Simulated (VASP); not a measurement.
Here is a VASP 6.6.1 calculation.

File INCAR:

```
PREC = Accurate
ENCUT = 600
EDIFF = 1E-6
ISMEAR = 0
SIGMA = 0.1
LREAL = False
LASPH = True
NELM = 60
ALGO = Normal
ISIF = 3
LWAVE = False
LCHARG = False
GGA = PE
IBRION = 2
NSW = 90
EDIFFG = -0.04
```

KPOINTS

```
regular mesh
0
Gamma
  4 4 4
```

File POSCAR:

```
SbAuSe3
1.0
    4.7299135189      0.0000000000      0.0000000000
    0.0000000000      4.7299135189      0.0000000000
    0.0000000000      0.0000000000      4.7891856182
Sb Se Au
1 3 1
Direct
    0.0000000000      0.0000000000      0.0000000000
    0.5000000000      0.5000000000      0.9750000000
    0.0000000000      0.5000000000      0.4850000000
    0.5000000000      0.0000000000      0.4850000000
    0.5000000000      0.5000000000      0.5150000000
```

Potentials or basis: VASP PAW PBE potentials, release 64 (Sb, Se, Au).

Launch:

```sh
$ cat potpaw_PBE.64/Sb/POTCAR potpaw_PBE.64/Se/POTCAR potpaw_PBE.64/Au/POTCAR > POTCAR
$ mpirun -np 1 vasp_std > vasp.out
```

Problem. Estimate the relaxed cell.

Solution. a = 4.888 Å, b = 4.888 Å, c = 5.714 Å, α = 90.00°, β = 90.00°, γ = 90.00°.

Problem. Predict the band gap on the k mesh.

Solution. Zero (band 17 reaches 4.79 eV, above the bottom of band 18 at 3.26 eV).

Problem. What does it give for the relaxed volume?

Solution. 27.31 Å³/atom.

Forces on the atoms (eV/Å):
```
Sb   0.000  0.000  0.018
Se   0.000  0.000  0.019
Se   0.000  0.000 -0.004
Se   0.000  0.000 -0.004
Au   0.000  0.000 -0.030
```

Caveat: the volume moved by over 15 % at a fixed basis, so the end points are rough; spin-orbit coupling is left out, which moves the levels of the heavy elements.
